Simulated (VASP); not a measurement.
# La (Pm-3m) in VASP: further runs, part 2 of 2

VASP 6.6.1.

## (3) Relaxation of cell and atoms, PBEsol, target pressure 10 GPa, at which the enthalpy is minimised

INCAR

```
SYSTEM = La
PREC     = Accurate       ! precision mode
ENCUT    = 600            ! plane-wave cutoff, eV
EDIFF    = 1E-6           ! SCF threshold, eV
ISMEAR   = 1              ! smearing method
SIGMA    = 0.1            ! smearing width, eV
LREAL    = .FALSE.        ! projectors in reciprocal space
LASPH    = .TRUE.         ! aspherical terms in the spheres
NELM     = 80             ! most SCF steps
ALGO     = Normal         ! electronic algorithm
ISIF     = 3              ! what is computed and relaxed
LWAVE    = .FALSE.        ! write WAVECAR
LCHARG   = .FALSE.        ! write CHGCAR
GGA      = PS             ! functional
IBRION   = 2              ! ionic algorithm
NSW      = 80             ! ionic steps
EDIFFG   = -0.03          ! ionic threshold
PSTRESS  = 100.0
```

KPOINTS

```
Automatic mesh
0
G
  5 5 5
  0 0 0
```

POSCAR

```
La
1.0
    3.4500000000      0.0000000000      0.0000000000
    0.0000000000      3.4500000000      0.0000000000
    0.0000000000      0.0000000000      3.4500000000
La
1
Direct
    0.0000000000      0.0000000000      0.0000000000
```

Potentials or basis: VASP PAW PBE potentials, release 64 (La).

The run is started by

```
cat potpaw_PBE.64/La/POTCAR > POTCAR
mpirun -np 1 vasp_std > vasp.out
```

OUTCAR:

```text
SYSTEM = La
   PREC = Accurate
   ENCUT = 600
   EDIFF = 1E-6
   ISMEAR = 1
   LREAL = .FALSE.
   LASPH = .TRUE.
   NELM = 80
   ISIF = 3
   GGA = PS
   IBRION = 2
   NSW = 80
   EDIFFG = -0.03
   PSTRESS = 100.0

 ion  position               nearest neighbor table
   1  0.000  0.000  0.000-

  LATTYP: Found a simple cubic cell.
 ALAT       =     3.4500000000

  Lattice vectors:

 A1 = (   3.4500000000,   0.0000000000,   0.0000000000)
 A2 = (   0.0000000000,   3.4500000000,   0.0000000000)
 A3 = (   0.0000000000,   0.0000000000,   3.4500000000)

Analysis of symmetry for initial positions (statically):
=====================================================================
 Subroutine PRICEL returns:
 Original cell was already a primitive cell.

 Routine SETGRP: Setting up the symmetry group for a
 simple cubic supercell.

 Subroutine GETGRP returns: Found 48 space group operations
 (whereof 48 operations were pure point group operations)
 out of a pool of 48 trial point group operations.

The static configuration has the point symmetry O_h .

Analysis of symmetry for dynamics (positions and initial velocities):
=====================================================================
 Subroutine PRICEL returns:
 Original cell was already a primitive cell.

 Routine SETGRP: Setting up the symmetry group for a
 simple cubic supercell.

 Subroutine GETGRP returns: Found 48 space group operations
 (whereof 48 operations were pure point group operations)
 out of a pool of 48 trial point group operations.

The dynamic configuration has the point symmetry O_h .

 Subroutine INISYM returns: Found 48 space group operations
 (whereof 48 operations are pure point group operations),
 and found     1 'primitive' translations

----------------------------------------------------------------------------------------

                                     Primitive cell

  volume of cell :      41.0636

  direct lattice vectors                    reciprocal lattice vectors
     3.450000000  0.000000000  0.000000000     0.289855072  0.000000000  0.000000000
     0.000000000  3.450000000  0.000000000     0.000000000  0.289855072  0.000000000
     0.000000000  0.000000000  3.450000000     0.000000000  0.000000000  0.289855072

  length of vectors
     3.450000000  3.450000000  3.450000000     0.289855072  0.289855072  0.289855072

  position of ions in fractional coordinates (direct lattice)
     0.000000000  0.000000000  0.000000000

  ion indices of the primitive-cell ions
   primitive index   ion index
                 1           1

----------------------------------------------------------------------------------------

 KPOINTS: Automatic mesh

Automatic generation of k-mesh.
 Grid dimensions read from file:
 generate k-points for:    5    5    5

 Generating k-lattice:

  Cartesian coordinates                     Fractional coordinates (reciprocal lattice)
     0.057971014  0.000000000  0.000000000     0.200000000  0.000000000  0.000000000
     0.000000000  0.057971014  0.000000000     0.000000000  0.200000000  0.000000000
     0.000000000  0.000000000  0.057971014     0.000000000  0.000000000  0.200000000

  Length of vectors
     0.057971014  0.057971014  0.057971014

  Shift w.r.t. Gamma in fractional coordinates (k-lattice)
     0.000000000  0.000000000  0.000000000

 Subroutine IBZKPT returns following result:
 ===========================================

 Found     10 irreducible k-points:

 Following reciprocal coordinates:
            Coordinates               Weight
  0.000000  0.000000  0.000000      1.000000
  0.200000  0.000000  0.000000      6.000000
  0.400000  0.000000  0.000000      6.000000
  0.200000  0.200000  0.000000     12.000000
  0.400000  0.200000  0.000000     24.000000
  0.400000  0.400000  0.000000     12.000000
  0.200000  0.200000  0.200000      8.000000
  0.400000  0.200000  0.200000     24.000000
  0.400000  0.400000  0.200000     24.000000
  0.400000  0.400000  0.400000      8.000000
   k-points           NKPTS =     10   k-points in BZ     NKDIM =     10   number of bands    NBANDS=      9
   number of dos      NEDOS =    301   number of ions     NIONS =      1
   total plane-waves  NPLWV =  21952
   dimension x,y,z NGX =    28 NGY =   28 NGZ =   28
   dimension x,y,z NGXF=    56 NGYF=   56 NGZF=   56
   ions per type =               1
   NGX,Y,Z   is equivalent  to a cutoff of  13.49, 13.49, 13.49 a.u.
   NGXF,Y,Z  is equivalent  to a cutoff of  26.98, 26.98, 26.98 a.u.
 SYSTEM =  La
   PREC   = accura    normal or accurate (medium, high low for compatibility)
   ISTART =      0    job   : 0-new  1-cont  2-samecut
   ICHARG =      2    charge: 1-file 2-atom 10-const
   ISPIN  =      1    spin polarized calculation?
   LNONCOLLINEAR =      F non collinear calculations
   LSORBIT =      F    spin-orbit coupling
   LASPH  =      T    aspherical Exc in radial PAW
   ENCUT  =  600.0 eV  44.10 Ry    6.64 a.u.   6.89  6.89  6.89*2*pi/ulx,y,z
   NELM   =     80;   NELMIN=  2; NELMDL= -5     # of ELM steps
   EDIFF  = 0.1E-05   stopping-criterion for ELM
   LREAL  =      F    real-space projection
   EDIFFG = -.3E-01   stopping-criterion for IOM
   NSW    =     80    number of steps for IOM
   IBRION =      2    ionic relax: 0-MD 1-quasi-New 2-CG
   NFREE  =      1    steps in history (QN), initial steepest desc. (CG)
   ISIF   =      3    stress and relaxation
   ISYM   =      2    0-nonsym 1-usesym 2-fastsym
   POTIM  = 0.5000    time-step for ionic-motion
   TEBEG  =    0.0;   TEEND  =   0.0 temperature during run
   PSTRESS=  100.0 pullay stress
   NELECT =      11.0000    total number of electrons
   NUPDOWN=      -1.0000    fix difference up-down
   EMIN   =  10.00;   EMAX   =-10.00  energy-range for DOS
   EFERMI =   0.00;   METHOD = LEGACY
   ISMEAR =     1;   SIGMA  =   0.10  broadening in eV -4-tet -1-fermi 0-gaus
   EFERMI_NEDOS =   21; number of points for ismear=-14 and -15
   IALGO  =     38    algorithm
   IMIX   =      4    mixing-type and parameters
     AMIX     =   0.40;   BMIX     =  1.00
     AMIX_MAG =   1.60;   BMIX_MAG =  1.00
  volume/ion in A,a.u.               =      41.06       277.11
  Fermi-wavevector in a.u.,A,eV,Ry     =   1.055326  1.994277 15.152984  1.113713
  Thomas-Fermi vector in A             =   2.190520
   LORBIT       =      0    0 simple, 1 ext, 2 COOP (PROOUT), +10 PAW based schemes
   GGA     = PS    functional components
   LHFCALC =     F    Hartree Fock is set to
   AEXX    =    0.0000 exact exchange contribution
   IVDW    =     0    specifies the selected vdW correction
   LEPSILON=     F    determine dielectric tensor
   LRPA    =     F    only Hartree local field effects (RPA)
 conjugate gradient relaxation of ions
 non-spin polarized calculation
 Methfessel and Paxton  Order N= 1 SIGMA  =   0.10
  energy-cutoff  :      600.00
  volume of cell :       41.06
 maximum number of plane-waves:      1384
 NGX is ok and might be reduce to    28
   NGX = 13   NGY = 13   NGZ = 13

--------------------------------------- Ionic step        1  -------------------------------------------

 number of electron      11.0000001 magnetization

 Free energy of the ion-electron system (eV)
  ---------------------------------------------------
  ext. energy  EPLUGINS =         0.00000000
  ---------------------------------------------------
  free energy    TOTEN  =        -4.78922644 eV

  energy without entropy =       -4.78819858  energy(sigma->0) =       -4.78888382

 E-fermi :   6.5559     XC(G=0):  -9.2307

 val. band max:        6.5001991609   @ k =   0.2000   0.2000   0.0000
 cond. band min:       6.7064261294   @ k =   0.2000   0.0000   0.0000
 fundamental gap:      0.2062269685
 Fermi energy:         6.5558590847

 k-point     1 :       0.0000    0.0000    0.0000
  band No.  band energies     occupation
      1     -26.5494      2.00000
      2      -9.4587      2.00000
      3      -9.4587      2.00000
      4      -9.4587      2.00000
      5       3.7219      2.00000
      6       5.6838      2.00000
      7       5.6838      2.00000
      8       8.3048     -0.00000
      9       8.3049     -0.00000
[... 399 lines left out ...]
  enthalpy is  TOTEN    =        -3.0258204546 eV   P V=        1.6907833208

--------------------------------------- Ionic step        9  -------------------------------------------

 number of electron      11.0000000 magnetization

 Free energy of the ion-electron system (eV)
  ---------------------------------------------------
  ext. energy  EPLUGINS =         0.00000000
  ---------------------------------------------------
  free energy    TOTEN  =        -4.69272489 eV

  energy without entropy =       -4.68999333  energy(sigma->0) =       -4.69181437

 E-fermi :  11.4472     XC(G=0): -11.0506

 val. band max:       11.2054115458   @ k =   0.2000   0.2000   0.2000
 cond. band min:      11.4610375949   @ k =   0.4000   0.2000   0.2000
 fundamental gap:      0.2556260490
 Fermi energy:        11.4472459361

 k-point     1 :       0.0000    0.0000    0.0000
  band No.  band energies     occupation
      1     -21.9715      2.00000
      2      -3.3961      2.00000
      3      -3.3961      2.00000
      4      -3.3961      2.00000
      5       8.8829      2.00000
      6       9.4669      2.00000
      7       9.4669      2.00000
      8      13.8117      0.00000
      9      13.8117      0.00000
[... 134 lines left out ...]
  FREE ENERGIE OF THE ION-ELECTRON SYSTEM (eV)
  ---------------------------------------------------
  free  energy   TOTEN  =        -4.6927248911 eV

  energy  without entropy=       -4.6899933325  energy(sigma->0) =       -4.69181437

  enthalpy is  TOTEN    =        -3.0268210267 eV   P V=        1.6659038644

 reached required accuracy - stopping structural energy minimisation
```

It took 43 s on 1 thread of AMD EPYC 9R45 (Zen 5), shared host; peak memory 0.15 GiB.

Results:

```yaml
Free_energy: -4.6927 eV
Relaxed_volume: 26.69 Å³/atom
Relaxed_cell: a = 2.989 Å, b = 2.989 Å, c = 2.989 Å, α = 90.00°, β = 90.00°, γ = 90.00°
Space_group_after_relaxing_to_0.05_Å: Pm-3m (No. 221)
Energy_change_on_relaxing_the_enthalpy_is_what_falls: +96.5 meV/atom
Ionic_steps: 9
Pressure_after_relaxing: 10.1 GPa
```

The path:
| step | energy change (eV) | largest force (eV/Å) | pressure (GPa) | volume (Å³) |
| --- | --- | --- | --- | --- |
| 1 | 0.0000 | 0.0000 | -4.40 | 41.06 |
| 2 | 0.4801 | 0.0000 | 21.95 | 22.80 |
| 3 | 0.0816 | 0.0000 | 9.50 | 26.94 |
| 4 | 0.0964 | 0.0000 | 7.33 | 26.69 |
| 5 | 0.2593 | 0.0000 | 15.16 | 24.70 |
| 6 | 0.1474 | 0.0000 | 12.56 | 25.96 |
| 7 | 0.1215 | 0.0000 | 11.29 | 26.31 |
| 8 | 0.0726 | 0.0000 | 9.33 | 27.09 |
| 9 | 0.0965 | 0.0000 | 10.06 | 26.69 |

Final structure:
```
CELL_PARAMETERS angstrom
2.98850 0.00000 0.00000
0.00000 2.98850 0.00000
0.00000 0.00000 2.98850
ATOMIC_POSITIONS crystal
La 0.00000 0.00000 0.00000
```

Caveat: the k points lie up to 0.42 Å⁻¹ apart in the final cell; the cell is relaxed towards a set pressure, so the enthalpy falls and the energy may rise; the volume moved by over 15 % at a fixed basis, so the end points are rough; the PAW data sets were made with another functional, which shifts forces and pressure a little; spin-orbit coupling is left out, which moves the levels of the heavy elements.

## (4) Relaxation of cell and atoms, PBEsol, target pressure 20 GPa, at which the enthalpy is minimised

INCAR

```
PREC = Accurate ; ENCUT = 600
EDIFF = 1E-7 ; ISMEAR = 1
SIGMA = 0.1 ; LREAL = False
LASPH = True ; NELM = 60
ALGO = Normal ; ISIF = 3
LWAVE = False ; LCHARG = False
GGA = PS ; IBRION = 2
NSW = 80 ; EDIFFG = -0.03
PSTRESS = 200.0
```

KPOINTS

```
regular mesh
0
Gamma
  5 5 5
```

POSCAR is that of step 3.

The run is started by

```
cat potpaw_PBE.64/La/POTCAR > POTCAR
mpirun -np 1 vasp_std > vasp.out
```

It took 70 s on 1 thread of AMD EPYC 9R45 (Zen 5), shared host; peak memory 0.16 GiB.

Results (log left out):

```yaml
Free_energy: -4.4114 eV
Relaxed_volume: 23.58 Å³/atom
Relaxed_cell: a = 2.868 Å, b = 2.868 Å, c = 2.868 Å, α = 90.00°, β = 90.00°, γ = 90.00°
Space_group_after_relaxing_to_0.05_Å: Pm-3m (No. 221)
Energy_change_on_relaxing_the_enthalpy_is_what_falls: +377.8 meV/atom
Ionic_steps: 19
Pressure_after_relaxing: 19.9 GPa
```

The path:
```csv
step,energy change (eV),largest force (eV/Å),pressure (GPa),volume (Å³)
1,0.0000,0.0000,-4.41,41.06
2,5.2040,0.0000,230.05,13.98
3,0.2180,0.0000,14.10,25.14
4,0.2779,0.0000,15.51,24.50
5,0.4823,0.0000,21.96,22.79
6,0.4173,0.0000,20.90,23.27
7,0.3706,0.0000,19.58,23.64
8,0.3708,0.0000,19.59,23.64
9,0.3715,0.0000,19.62,23.63
10,0.3715,0.0000,19.62,23.63
11,0.3715,0.0000,19.62,23.63
12,0.3715,0.0000,19.62,23.63
13,0.3716,0.0000,19.61,23.63
14,0.3717,0.0000,19.61,23.63
15,0.3719,0.0000,19.64,23.63
16,0.3723,0.0000,19.65,23.63
17,0.3731,0.0000,19.68,23.62
18,0.3746,0.0000,19.74,23.61
19,0.3778,0.0000,19.86,23.58
```

Final structure:
```
CELL_PARAMETERS angstrom
2.86766 0.00000 0.00000
0.00000 2.86766 0.00000
0.00000 0.00000 2.86766
ATOMIC_POSITIONS crystal
La 0.00000 0.00000 0.00000
```

Levels at points of the mesh, in eV from the Fermi level:
```csv
k point,band 4,band 5,band 6,band 7,band 8,band 9
"(0.00, 0.00, 0.00)",-14.14,-2.09,-2.09,-1.99,2.82,2.82
```

Caveat: the k points lie up to 0.44 Å⁻¹ apart in the final cell; the cell is relaxed towards a set pressure, so the enthalpy falls and the energy may rise; the volume moved by over 15 % at a fixed basis, so the end points are rough; the PAW data sets were made with another functional, which shifts forces and pressure a little; spin-orbit coupling is left out, which moves the levels of the heavy elements.

## (5) Overview

```tsv
cell	gap on the mesh (eV)	pressure (GPa)
relaxed to 5 GPa	none	5.0
relaxed to 10 GPa	none	10.1
relaxed to 20 GPa	none	19.9
```

Alike in all rows: task relaxation of cell and atoms; level PBEsol; potentials or basis VASP PAW PBE potentials, release 64 (La); no spin polarisation; k mesh 5 × 5 × 5; cutoff (eV) 600; smearing methfessel-paxton 0.1 eV.

Caveats: all runs use coarse meshes; the cell is relaxed towards a set pressure, so the enthalpy falls and the energy may rise; the volume moved by over 15 % at a fixed basis, so the end points are rough; the PAW data sets were made with another functional, which shifts forces and pressure a little; spin-orbit coupling is left out, which moves the levels of the heavy elements.

Absolute energies hang on the potentials; compare differences alone.
